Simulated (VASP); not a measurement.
Write the native input for VASP 6.6.1 that does the following.

| Property | Result |
| --- | --- |
| Task | single point |
| Functional | r2SCAN |
| Potentials or basis | VASP PAW PBE potentials, release 64 (Zr_sv, O) |
| Cutoff | 660 eV |
| k mesh | 6 × 6 × 6 |
| Occupations | gaussian, width 0.05 eV |
| Spin | no spin polarisation |
| Dipole correction | no |
| Further INCAR settings | ALGO = Normal; EDIFF = 1e-06; NBANDS = 33 |

Crystal: ZrO2.

```
CELL_PARAMETERS angstrom
3.65547 0.00000 0.00000
0.00000 3.60145 0.00000
0.00000 0.00000 5.22811
ATOMIC_POSITIONS crystal
Zr 0.00000 0.00000 0.00000
Zr 0.50000 0.50000 0.50000
O 0.00000 0.50000 0.19678
O 0.00000 0.50000 0.69678
O 0.50000 0.00000 0.30322
O 0.50000 0.00000 0.80322
```

This cell differs from its parent crystal: strain +0.0150 x Voigt [1, 0, 0, 0, 0, 0].

These files were run (other wordings do the same):

POSCAR

```
ZrO2
1.0
    3.6554744603      0.0000000000      0.0000000000
    0.0000000000      3.6014526702      0.0000000000
    0.0000000000      0.0000000000      5.2281148382
Zr O
2 4
Direct
    0.0000000000      0.0000000000      0.0000000000
    0.5000000000      0.5000000000      0.5000000000
    0.0000000000      0.5000000000      0.1967750457
    0.0000000000      0.5000000000      0.6967750457
    0.5000000000      0.0000000000      0.3032249543
    0.5000000000      0.0000000000      0.8032249543
```

INCAR.step1

```
SYSTEM = ZrO2
PREC = Accurate
ENCUT = 660
ISMEAR = 0
SIGMA = 0.05
LREAL = .FALSE.
LASPH = .TRUE.
NELM = 120
NBANDS = 33
GGA = PE
ALGO = Normal
EDIFF = 1E-5
LWAVE = .TRUE.
LCHARG = .FALSE.
GGA_COMPAT = .FALSE.
```

INCAR.step2

```
SYSTEM = ZrO2
PREC = Accurate
ENCUT = 660
EDIFF = 1E-6
ISMEAR = 0
SIGMA = 0.05
LREAL = .FALSE.
LASPH = .TRUE.
NELM = 120
ALGO = Normal
ISIF = 2
LWAVE = .FALSE.
LCHARG = .FALSE.
METAGGA = R2SCAN
LMIXTAU = .TRUE.
NBANDS = 33
ISTART = 1
GGA_COMPAT = .FALSE.
```

KPOINTS

```
Automatic mesh
0
G
  6 6 6
  0 0 0
```

Potentials or basis: VASP PAW PBE potentials, release 64 (Zr_sv, O).

Command:

```console
$ cat potpaw_PBE.64/Zr_sv/POTCAR potpaw_PBE.64/O/POTCAR > POTCAR
$ cp INCAR.step1 INCAR
$ mpirun -np 1 vasp_std > vasp.out
$ cp INCAR.step2 INCAR
$ mpirun -np 1 vasp_std > vasp.out
```

Results of the run:

* Pressure: -3.6 GPa
* Largest force: 0.277 eV/Å
* Band gap on the k mesh: 4.48 eV (least direct gap 4.60 eV)

Caveat: the cell differs from its parent crystal (strain +0.0150 x Voigt [1, 0, 0, 0, 0, 0]); the cell stands under tension; the PAW data sets were made with another functional, which shifts forces and pressure a little.

Wall time 16 min on 1 thread of Oxide Virtual Turin-like Processor (shared host), peak memory 0.29 GiB.
